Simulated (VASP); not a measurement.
AlN: single point with PBE

Crystal: AlN.

```
Al N
1.0
     6.25951    0.00000    0.00000
    -3.12976    5.42090    0.00000
     0.00000    0.00000   10.03481
Al N
16 16
Direct
  0.33273 0.16520 0.24994
  0.16567 0.33229 0.49994
  0.33275 0.16521 0.74991
  0.16569 0.33230 0.99993
  0.33277 0.66526 0.24994
  0.16569 0.83230 0.49993
  0.33277 0.66522 0.74994
  0.16567 0.83224 0.99995
  0.83276 0.16524 0.24994
  0.66566 0.33228 0.49992
  0.83276 0.16523 0.74992
  0.66573 0.33232 0.99993
  0.83278 0.66526 0.24994
  0.66570 0.83234 0.49995
  0.83276 0.66524 0.74993
  0.66572 0.83230 0.99996
  0.33116 0.16675 0.43985
  0.16723 0.33072 0.18983
  0.33121 0.16675 0.93983
  0.16720 0.33073 0.68983
  0.33119 0.66676 0.43985
  0.16719 0.83070 0.18985
  0.33120 0.66671 0.93985
  0.16721 0.83075 0.68984
  0.83119 0.16678 0.43984
  0.66721 0.33072 0.18983
  0.83121 0.16676 0.93983
  0.66717 0.33073 0.68982
  0.83119 0.66675 0.43986
  0.66723 0.83076 0.18987
  0.83120 0.66674 0.93985
  0.66722 0.83077 0.68983
```

| Quantity | Value |
| --- | --- |
| Program | VASP 6.6.1 |
| Task | single point |
| Functional | PBE |
| Potentials or basis | VASP PAW PBE potentials, release 64 (Al, N) |
| Cutoff | 700 eV |
| k mesh | 1 × 1 × 1, shifted |
| Occupations | fermi-dirac, width 0.01 eV |
| Spin | no spin polarisation |

| Quantity | Value |
| --- | --- |
| Pressure | -0.8 GPa |
| Largest force | 0.010 eV/Å |
| Band gap on the k mesh | 5.79 eV |

Forces on the atoms (eV/Å):
```
Al   0.002  0.002 -0.002
Al   0.001  0.004 -0.003
Al  -0.002  0.001  0.004
Al   0.004 -0.001  0.000
Al   0.003 -0.006  0.000
Al  -0.001  0.002  0.000
Al  -0.003  0.000 -0.003
Al   0.002  0.009 -0.004
Al   0.002  0.001  0.000
Al   0.000  0.005 -0.001
Al  -0.002  0.001  0.000
Al  -0.004 -0.001 -0.001
Al  -0.002 -0.006  0.002
Al   0.002 -0.001 -0.004
Al   0.000 -0.002 -0.001
Al  -0.001  0.003 -0.003
N    0.002 -0.002  0.000
N   -0.004  0.002  0.003
N    0.002 -0.005  0.003
N   -0.001  0.002  0.002
N    0.003 -0.002  0.001
N   -0.001  0.002 -0.002
N    0.001  0.003  0.002
N    0.001 -0.004  0.001
N    0.002 -0.003  0.000
N   -0.004  0.003  0.003
N    0.001 -0.003  0.003
N    0.002  0.002  0.004
N    0.000 -0.001 -0.002
N   -0.002 -0.001 -0.003
N    0.000  0.000  0.000
N   -0.001 -0.002  0.003
```

Stress tensor (GPa, compression positive):
```
 0.04 -4.13  0.07
-4.13 -4.72  0.12
 0.07  0.12  2.39
```

Levels at points of the mesh, in eV from the valence-band top:
```tsv
k point	band 61	band 62	band 63	band 64	band 65	band 66	band 67	band 68
(0.25, 0.25, 0.25)	-0.37	-0.37	-0.26	0.00	5.79	6.36	6.49	6.49
```

It took 3.4 min on 1 thread of Intel Xeon 8259CL, with other jobs on the host, peak memory 0.5 GiB.

Caveat: the stress differs along the axes, from -5 to 2 GPa; a shifted mesh leaves out Γ, where band edges can lie. A k mesh can miss the band edges.
